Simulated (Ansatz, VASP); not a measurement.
HfC: VASP beside Ansatz

INCAR

```
PREC = Accurate
ENCUT = 520
EDIFF = 1E-7
ISMEAR = 0
SIGMA = 0.15
LREAL = F
LASPH = T
NELM = 60
ALGO = Normal
ISIF = 2
LWAVE = F
LCHARG = T
GGA = PS
LELF = T
LVHAR = T
NBANDS = 14
```

Contents of KPOINTS:

```
Automatic mesh
0
Gamma
  18 18 18
```

File POSCAR:

```
HfC
1.0
    0.0000000000      2.2668750000      2.3250000000
    2.3250000000      0.0000000000      2.3250000000
    2.3250000000      2.2668750000      0.0000000000
Hf C
1 1
Direct
    0.5000000000      0.5000000000      0.5000000000
    0.0000000000      0.0000000000      0.0000000000
```

Input for Ansatz:

```yaml
crystal:
  lattice:
    - [0.0, 2.266875, 2.325]
    - [2.325, 0.0, 2.325]
    - [2.325, 2.266875, 0.0]
  atoms:
    - { symbol: Hf, position: [0.5, 0.5, 0.5] }
    - { symbol: C, position: [0.0, 0.0, 0.0] }
basis:
  ecutwfc: 420
kpoints:
  mp_grid: { grid: [18, 18, 18] }
hamiltonian:
  xc: pbesol
scf:
  occupations: { method: gaussian, width: 0.15 }
output:
  forces: true
  stress: true
  eigenvalues: true
```

Change from the starting cell: strain -0.0250 x Voigt [0, 1, 0, 0, 0, 0], atoms carried along.

Alike in both runs: task single point; functional PBEsol; k mesh 18 × 18 × 18; occupations gaussian, width 0.15 eV; no spin polarisation.

|  | VASP | Ansatz |
| --- | --- | --- |
| version | VASP 6.6.1 | Ansatz 0.2.0 |
| potentials or method | VASP PAW PBE potentials, release 64 (Hf_pv, C), cutoff 520 eV | scalar-relativistic, plane waves, PAW |
| valence electrons in the cell | 14 | 30 |

|  | VASP | Ansatz | Ansatz less VASP |
| --- | --- | --- | --- |
| gap on the k mesh at the Fermi level (eV) | none | none | - |
| pressure (GPa) | -0.6 | -0.3 | +0.32 |
| traceless stress, the component that is largest in VASP (GPa) | 7.68 | 7.55 | -0.132 |

VASP's potentials were made for PBE, not for PBEsol. A gap of «none» marks a metal or a gap that the smearing closes. The functional is the same, so the differences come from potentials, cutoffs and numerics. VASP's potentials hold 14 valence electrons a cell and Ansatz's 30, so a difference there can come from the potentials and not from the codes.

Spin-orbit coupling is off throughout.
